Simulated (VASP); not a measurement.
# FeGe (rocksalt type) (Fm-3m) in VASP: notebook

Runs on FeGe (rocksalt type). Level: PBE. Tasks: single point.

Everything below comes from runs of VASP 6.6.1. Logs are shortened: lines on timing, memory, paths and dates and some standing lists are left out, and cuts for length are marked.

**1. The cell of the first run**

The structure is cubic, space group Fm-3m (No. 225). Conventional cell: a = 4.511 Å, b = 4.511 Å, c = 4.511 Å, α = 90.00°, β = 90.00°, γ = 90.00°. Within 3.0 Å of Fe (site symmetry m-3m) lie 6 Ge at 2.26 Å. Ge (site symmetry m-3m) has 6 Fe at 2.26 Å within 3.0 Å.

**2. Single point, PBE, collinear spin, ferromagnetic start (volume scaled by 0.76)**

Contents of INCAR:

```
SYSTEM = FeGe
PREC = Accurate
ENCUT = 520
EDIFF = 1E-7
ISMEAR = -1
SIGMA = 0.08
LREAL = .False.
LASPH = .True.
NELM = 150
ALGO = Normal
ISIF = 2
LWAVE = .False.
LCHARG = .False.
ISPIN = 2
MAGMOM = 2.5 0
LORBIT = 11
LMAXMIX = 4
GGA = PE
NBANDS = 22
```

Contents of KPOINTS:

```
regular mesh
0
Gamma
  14 14 14
  0 0 0
```

Contents of POSCAR:

```
FeGe
1.0
    0.0000000000      2.2552721169      2.2552721169
    2.2552721169      0.0000000000      2.2552721169
    2.2552721169      2.2552721169      0.0000000000
Fe Ge
1 1
Direct
    0.0000000000      0.0000000000      0.0000000000
    0.5000000000      0.5000000000      0.5000000000
```

Potentials or basis: VASP PAW PBE potentials, release 64 (Fe, Ge_d).

The run is started by

```console
cat potpaw_PBE.64/Fe/POTCAR potpaw_PBE.64/Ge_d/POTCAR > POTCAR
mpirun -np 1 vasp_std > vasp.out
```

OUTCAR:

```text
SYSTEM = FeGe
   PREC = Accurate
   ENCUT = 520
   EDIFF = 1E-7
   ISMEAR = -1
   LREAL = .False.
   LASPH = .True.
   NELM = 150
   ISIF = 2
   ISPIN = 2
   LORBIT = 11
   GGA = PE

 ion  position               nearest neighbor table
   1  0.000  0.000  0.000-   2 2.26   2 2.26   2 2.26   2 2.26   2 2.26   2 2.26
   2  0.500  0.500  0.500-   1 2.26   1 2.26   1 2.26   1 2.26   1 2.26   1 2.26

  LATTYP: Found a face centered cubic cell.
 ALAT       =     4.5105442338

  Lattice vectors:

 A1 = (   0.0000000000,   2.2552721169,   2.2552721169)
 A2 = (   2.2552721169,   0.0000000000,   2.2552721169)
 A3 = (   2.2552721169,   2.2552721169,   0.0000000000)

Analysis of symmetry for initial positions (statically):
=====================================================================
 Subroutine PRICEL returns:
 Original cell was already a primitive cell.

 Routine SETGRP: Setting up the symmetry group for a
 face centered cubic supercell.

 Subroutine GETGRP returns: Found 48 space group operations
 (whereof 48 operations were pure point group operations)
 out of a pool of 48 trial point group operations.

The static configuration has the point symmetry O_h .

Analysis of symmetry for dynamics (positions and initial velocities):
=====================================================================
 Subroutine PRICEL returns:
 Original cell was already a primitive cell.

 Routine SETGRP: Setting up the symmetry group for a
 face centered cubic supercell.

 Subroutine GETGRP returns: Found 48 space group operations
 (whereof 48 operations were pure point group operations)
 out of a pool of 48 trial point group operations.

The dynamic configuration has the point symmetry O_h .

Analysis of structural, dynamic, and magnetic symmetry:
=====================================================================
 Subroutine PRICEL returns:
 Original cell was already a primitive cell.

 Routine SETGRP: Setting up the symmetry group for a
 face centered cubic supercell.

 Subroutine GETGRP returns: Found 48 space group operations
 (whereof 48 operations were pure point group operations)
 out of a pool of 48 trial point group operations.

The overall configuration has the point symmetry O_h .

 Subroutine INISYM returns: Found 48 space group operations
 (whereof 48 operations are pure point group operations),
 and found     1 'primitive' translations

----------------------------------------------------------------------------------------

                                     Primitive cell

  volume of cell :      22.9418

  direct lattice vectors                    reciprocal lattice vectors
     0.000000000  2.255272117  2.255272117    -0.221702737  0.221702737  0.221702737
     2.255272117  0.000000000  2.255272117     0.221702737 -0.221702737  0.221702737
     2.255272117  2.255272117  0.000000000     0.221702737  0.221702737 -0.221702737

  length of vectors
     3.189436415  3.189436415  3.189436415     0.384000404  0.384000404  0.384000404

  position of ions in fractional coordinates (direct lattice)
     0.000000000  0.000000000  0.000000000
     0.500000000  0.500000000  0.500000000

  ion indices of the primitive-cell ions
   primitive index   ion index
                 1           1
                 2           2

----------------------------------------------------------------------------------------

 KPOINTS: regular mesh

Automatic generation of k-mesh.
 Grid dimensions read from file:
 generate k-points for:   14   14   14

 Generating k-lattice:

  Cartesian coordinates                     Fractional coordinates (reciprocal lattice)
    -0.015835910  0.015835910  0.015835910     0.071428571  0.000000000  0.000000000
     0.015835910 -0.015835910  0.015835910     0.000000000  0.071428571  0.000000000
     0.015835910  0.015835910 -0.015835910     0.000000000  0.000000000  0.071428571

  Length of vectors
     0.027428600  0.027428600  0.027428600

  Shift w.r.t. Gamma in fractional coordinates (k-lattice)
     0.000000000  0.000000000  0.000000000

 Subroutine IBZKPT returns following result:
 ===========================================

 Found    104 irreducible k-points:

 Following reciprocal coordinates:
            Coordinates               Weight
  0.000000  0.000000  0.000000      1.000000
  0.071429  0.000000  0.000000      8.000000
  0.142857  0.000000  0.000000      8.000000
  0.214286  0.000000  0.000000      8.000000
  0.285714  0.000000  0.000000      8.000000
  0.357143  0.000000  0.000000      8.000000
[... 16 lines left out ...]
  0.214286  0.142857  0.000000     24.000000
  0.285714  0.142857  0.000000     24.000000
 [... further k-points ...]
   k-points           NKPTS =    104   k-points in BZ     NKDIM =    104   number of bands    NBANDS=     22
   number of dos      NEDOS =    301   number of ions     NIONS =      2
   total plane-waves  NPLWV =  13824
   dimension x,y,z NGX =    24 NGY =   24 NGZ =   24
   dimension x,y,z NGXF=    48 NGYF=   48 NGZF=   48
   ions per type =               1   1
   NGX,Y,Z   is equivalent  to a cutoff of  12.51, 12.51, 12.51 a.u.
   NGXF,Y,Z  is equivalent  to a cutoff of  25.02, 25.02, 25.02 a.u.
 SYSTEM =  FeGe
   PREC   = accura    normal or accurate (medium, high low for compatibility)
   ISTART =      0    job   : 0-new  1-cont  2-samecut
   ICHARG =      2    charge: 1-file 2-atom 10-const
   ISPIN  =      2    spin polarized calculation?
   LNONCOLLINEAR =      F non collinear calculations
   LSORBIT =      F    spin-orbit coupling
   LASPH  =      T    aspherical Exc in radial PAW
   ENCUT  =  520.0 eV  38.22 Ry    6.18 a.u.   5.93  5.93  5.93*2*pi/ulx,y,z
   NELM   =    150;   NELMIN=  2; NELMDL= -5     # of ELM steps
   EDIFF  = 0.1E-06   stopping-criterion for ELM
   LREAL  =      F    real-space projection
   EDIFFG = 0.1E-05   stopping-criterion for IOM
   NSW    =      0    number of steps for IOM
   IBRION =     -1    ionic relax: 0-MD 1-quasi-New 2-CG
   NFREE  =      0    steps in history (QN), initial steepest desc. (CG)
   ISIF   =      2    stress and relaxation
   ISYM   =      2    0-nonsym 1-usesym 2-fastsym
   POTIM  = 0.5000    time-step for ionic-motion
   TEBEG  =    0.0;   TEEND  =   0.0 temperature during run
   PSTRESS=    0.0 pullay stress
   NELECT =      22.0000    total number of electrons
   NUPDOWN=      -1.0000    fix difference up-down
   EMIN   =  10.00;   EMAX   =-10.00  energy-range for DOS
   EFERMI =   0.00;   METHOD = LEGACY
   ISMEAR =    -1;   SIGMA  =   0.08  broadening in eV -4-tet -1-fermi 0-gaus
   EFERMI_NEDOS =   21; number of points for ismear=-14 and -15
   IALGO  =     38    algorithm
   IMIX   =      4    mixing-type and parameters
     AMIX     =   0.40;   BMIX     =  1.00
     AMIX_MAG =   1.60;   BMIX_MAG =  1.00
  volume/ion in A,a.u.               =      11.47        77.41
  Fermi-wavevector in a.u.,A,eV,Ry     =   1.614384  3.050743 35.459978  2.606235
  Thomas-Fermi vector in A             =   2.709301
   LORBIT       =     11    0 simple, 1 ext, 2 COOP (PROOUT), +10 PAW based schemes
   GGA     = PE    functional components
   LHFCALC =     F    Hartree Fock is set to
   AEXX    =    0.0000 exact exchange contribution
   IVDW    =     0    specifies the selected vdW correction
   LEPSILON=     F    determine dielectric tensor
   LRPA    =     F    only Hartree local field effects (RPA)
 spin polarized calculation
  energy-cutoff  :      520.00
  volume of cell :       22.94
 maximum number of plane-waves:       636
   NGX = 11   NGY = 11   NGZ = 11

 number of electron      22.0000010 magnetization       0.0018202

 number of electron      22.0000010 magnetization      -0.0007463

 Free energy of the ion-electron system (eV)
  ---------------------------------------------------
  ext. energy  EPLUGINS =         0.00000000
  ---------------------------------------------------
  free energy    TOTEN  =       -11.36212921 eV

  energy without entropy =      -11.33485440  energy(sigma->0) =      -11.34849181

 E-fermi :   9.3616     XC(G=0): -13.4577

 val. band max:        9.3367229844   @ k =  -0.3571   0.4286   0.1429
 cond. band min:       9.4247424479   @ k =  -0.2857   0.4286   0.2143
 fundamental gap:      0.0880194635
 Fermi energy:         9.3616280995

 spin component 1

 k-point     1 :       0.0000    0.0000    0.0000
  band No.  band energies     occupation
      1     -15.3446      1.00000
      2     -15.3446      1.00000
      3     -15.2823      1.00000
      4     -15.2823      1.00000
      5     -15.2823      1.00000
      6      -4.5442      1.00000
[... 14 lines left out ...]
     21      27.0843      0.00000
     22      27.0843      0.00000
[... 552 lines left out ...]
  band No.  band energies     occupation
      1     -15.3277      1.00000
      2     -15.3254      1.00000
      3     -15.2889      1.00000
      4     -15.2486      1.00000
      5     -15.2443      1.00000
      6      -2.8981      1.00000
[... 14 lines left out ...]
     21      30.0050      0.00000
     22      31.3129      0.00000

 [... further k-points ...]

 spin component 2

 k-point     1 :       0.0000    0.0000    0.0000
  band No.  band energies     occupation
      1     -15.3446      1.00000
      2     -15.3446      1.00000
      3     -15.2823      1.00000
      4     -15.2823      1.00000
      5     -15.2823      1.00000
      6      -4.5443      1.00000
[... 14 lines left out ...]
     21      27.0840      0.00000
     22      27.0840      0.00000
[... 552 lines left out ...]
  band No.  band energies     occupation
      1     -15.3277      1.00000
      2     -15.3254      1.00000
      3     -15.2889      1.00000
      4     -15.2486      1.00000
      5     -15.2443      1.00000
      6      -2.8981      1.00000
[... 14 lines left out ...]
     21      30.0049      0.00000
     22      31.3128      0.00000

 [... further k-points ...]

------------------------ aborting loop because EDIFF is reached ----------------------------------------

  FORCE on cell =-STRESS in cart. coord.  units (eV):
  Direction    XX          YY          ZZ          XY          YZ          ZX
  --------------------------------------------------------------------------------------
  -------------------------------------------------------------------------------------
  Total        6.3227610      6.3227610      6.3227610     -0.0000000     -0.0000000      0.0000000
  in kB      441.5607906    441.5607906    441.5607906     -0.0000000     -0.0000000      0.0000000
  external PRESSURE =     441.5607906 kB  Pullay stress =       0.0000000 kB

 VOLUME and BASIS-vectors are now :
 -----------------------------------------------------------------------------
  energy-cutoff  :      520.00
  volume of cell :       22.94
      direct lattice vectors                 reciprocal lattice vectors
     0.000000000  2.255272117  2.255272117    -0.221702737  0.221702737  0.221702737
     2.255272117  0.000000000  2.255272117     0.221702737 -0.221702737  0.221702737
     2.255272117  2.255272117  0.000000000     0.221702737  0.221702737 -0.221702737

 POSITION                                       TOTAL-FORCE (eV/Angst)
 -----------------------------------------------------------------------------------
      0.00000      0.00000      0.00000        -0.000000     -0.000000     -0.000000
      2.25527      2.25527      2.25527         0.000000      0.000000      0.000000
 -----------------------------------------------------------------------------------
    total drift:                                0.000000     -0.000000      0.000000

  FREE ENERGIE OF THE ION-ELECTRON SYSTEM (eV)
  ---------------------------------------------------
  free  energy   TOTEN  =       -11.3621292125 eV

  energy  without entropy=      -11.3348544000  energy(sigma->0) =      -11.34849181

 total charge

# of ion       s       p       d       tot
------------------------------------------
    1        0.426   0.558   6.833   7.817
    2        1.175   1.451  10.141  12.767
--------------------------------------------------
tot          1.601   2.009  16.974  20.584

 magnetization (x)

# of ion       s       p       d       tot
------------------------------------------
    1       -0.000   0.000  -0.000  -0.000
    2        0.000   0.000   0.000   0.000
--------------------------------------------------
tot         -0.000   0.000  -0.000  -0.000
```

Wall time 94 s (1 thread of Intel Xeon 6975P-C, shared host); peak memory 0.21 GiB.

Results:

```yaml
Free_energy: -11.3621 eV
Pressure: 44.2 GPa
Band_gap_on_the_k_mesh: zero (filled and empty bands overlap)
Net_moment: 0.00 μB per cell
Valence_electrons_inside_the_program's_atomic_spheres: Fe 7.82; Ge 12.77
```

Caveat: the cell differs from its parent crystal (volume scaled by 0.76); the starting moments collapsed, and a magnetic state may lie lower.

**3. Single point, PBE, collinear spin, ferromagnetic start (volume scaled by 0.92)**

Contents of INCAR:

```
SYSTEM = FeGe
  PREC = Accurate
  ENCUT = 520
  EDIFF = 1E-7
  ISMEAR = -1
  SIGMA = 0.08
  LREAL = .FALSE.
  LASPH = .TRUE.
  NELM = 150
  ALGO = Normal
  ISIF = 2
  LWAVE = .FALSE.
  LCHARG = .TRUE.
  ISPIN = 2
  MAGMOM = 2.5 0
  LORBIT = 11
  LMAXMIX = 4
  GGA = PE
  LELF = .TRUE.
  LVHAR = .TRUE.
  NBANDS = 22
```

Contents of KPOINTS:

```
regular mesh
0
G
  14 14 14
  0 0 0
```

Contents of POSCAR:

```
FeGe
1.0
    0.0000000000      2.4035714065      2.4035714065
    2.4035714065      0.0000000000      2.4035714065
    2.4035714065      2.4035714065      0.0000000000
Fe Ge
1 1
Direct
    0.0000000000      0.0000000000      0.0000000000
    0.5000000000      0.5000000000      0.5000000000
```

Potentials or basis: VASP PAW PBE potentials, release 64 (Fe, Ge_d).

The run is started by

```console
cat potpaw_PBE.64/Fe/POTCAR potpaw_PBE.64/Ge_d/POTCAR > POTCAR
mpirun -np 1 vasp_std > vasp.out
```

Run time: 2.6 min. Hardware: 1 thread of Intel Xeon 6975P-C, shared host; peak memory 0.25 GiB.

Results (log left out):

```
Free energy                                           : -12.0168 eV
Pressure                                              : 6.3 GPa
Net moment                                            : 1.42 μB per cell
Site moments                                          : Fe +1.52; Ge -0.08 μB
Valence electrons inside the program's atomic spheres : Fe 7.32; Ge 12.50
```

Levels at points of the mesh, in eV from the Fermi level:
Spin up:
```csv
k point,band 10,band 11,band 12,band 13,band 14,band 15
"(0.00, 0.00, 0.00)",-1.85,-1.85,4.12,4.12,4.12,11.08
"(0.50, 0.00, 0.00)",-1.54,-1.54,-0.87,6.19,6.19,6.85
"(0.50, 0.50, 0.00)",-1.37,-1.37,-0.09,-0.09,0.18,4.49
```
Spin down:
| k point | band 7 | band 8 | band 9 | band 10 | band 11 | band 12 | band 13 | band 14 |
| --- | --- | --- | --- | --- | --- | --- | --- | --- |
| (0.00, 0.00, 0.00) | -0.87 | -0.87 | -0.87 | -0.87 | -0.87 | 4.06 | 4.06 | 4.06 |
| (0.50, 0.00, 0.00) | -6.37 | -2.50 | -2.50 | 0.02 | 0.02 | 0.64 | 6.56 | 6.56 |
| (0.50, 0.50, 0.00) | -4.89 | -2.04 | -0.46 | -0.10 | -0.10 | 0.34 | 0.34 | 1.09 |

Caveat: the cell differs from its parent crystal (volume scaled by 0.92).

**4. Single point, PBE, collinear spin, ferromagnetic start**

This run uses another cell than the first one, of 15.09 Å³/atom, 1.316 times its volume.

Contents of INCAR:

```
SYSTEM = FeGe
  ALGO = Normal
  EDIFF = 1E-7
  ENCUT = 520
  GGA = PE
  ISIF = 2
  ISMEAR = -1
  ISPIN = 2
  LASPH = .True.
  LCHARG = .True.
  LELF = .True.
  LMAXMIX = 4
  LORBIT = 11
  LREAL = .False.
  LVHAR = .True.
  LWAVE = .False.
  MAGMOM = 2.5 0
  NBANDS = 22
  NELM = 150
  PREC = Accurate
  SIGMA = 0.08
```

Contents of KPOINTS:

```
k-points
0
Gamma
  14 14 14
  0 0 0
```

Contents of POSCAR:

```
FeGe
1.0
    0.0000000000      2.4713129965      2.4713129965
    2.4713129965      0.0000000000      2.4713129965
    2.4713129965      2.4713129965      0.0000000000
Fe Ge
1 1
Direct
    0.0000000000      0.0000000000      0.0000000000
    0.5000000000      0.5000000000      0.5000000000
```

The run is started by

```console
cat potpaw_PBE.64/Fe/POTCAR potpaw_PBE.64/Ge_d/POTCAR > POTCAR
mpirun -np 1 vasp_std > vasp.out
```

It took 2.7 min on 1 thread of Intel Xeon 6975P-C, shared host; peak memory 0.25 GiB.

The run converged. Its results:

```yaml
Free_energy: -12.0625 eV
Pressure: -0.1 GPa
Net_moment: 2.05 μB per cell
Site_moments: Fe +2.16; Ge -0.09 μB
Valence_electrons_inside_the_program's_atomic_spheres: Fe 7.14; Ge 12.43
```

Levels at points of the mesh, in eV from the Fermi level:
Spin up:
```csv
k point,band 8,band 9,band 10,band 11,band 12,band 13,band 14,band 15,band 16,band 17
"(0.00, 0.00, 0.00)",-2.66,-2.66,-2.27,-2.27,3.69,3.69,3.69,9.61,10.89,11.24
"(0.50, 0.00, 0.00)",-3.41,-3.41,-2.02,-2.02,-1.41,5.42,5.42,6.37,7.35,7.35
"(0.50, 0.50, 0.00)",-3.35,-1.98,-1.89,-1.89,-0.47,-0.17,-0.17,3.62,6.89,17.89
```
Spin down:
| k point | band 6 | band 7 | band 8 | band 9 | band 10 | band 11 | band 12 | band 13 | band 14 | band 15 |
| --- | --- | --- | --- | --- | --- | --- | --- | --- | --- | --- |
| (0.00, 0.00, 0.00) | -11.99 | -0.69 | -0.69 | -0.65 | -0.65 | -0.65 | 3.64 | 3.64 | 3.64 | 9.89 |
| (0.50, 0.00, 0.00) | -8.72 | -5.96 | -2.22 | -2.22 | 0.15 | 0.15 | 0.67 | 5.99 | 5.99 | 6.33 |
| (0.50, 0.50, 0.00) | -8.32 | -4.58 | -1.70 | -0.33 | -0.16 | -0.16 | 0.44 | 0.44 | 0.99 | 4.31 |
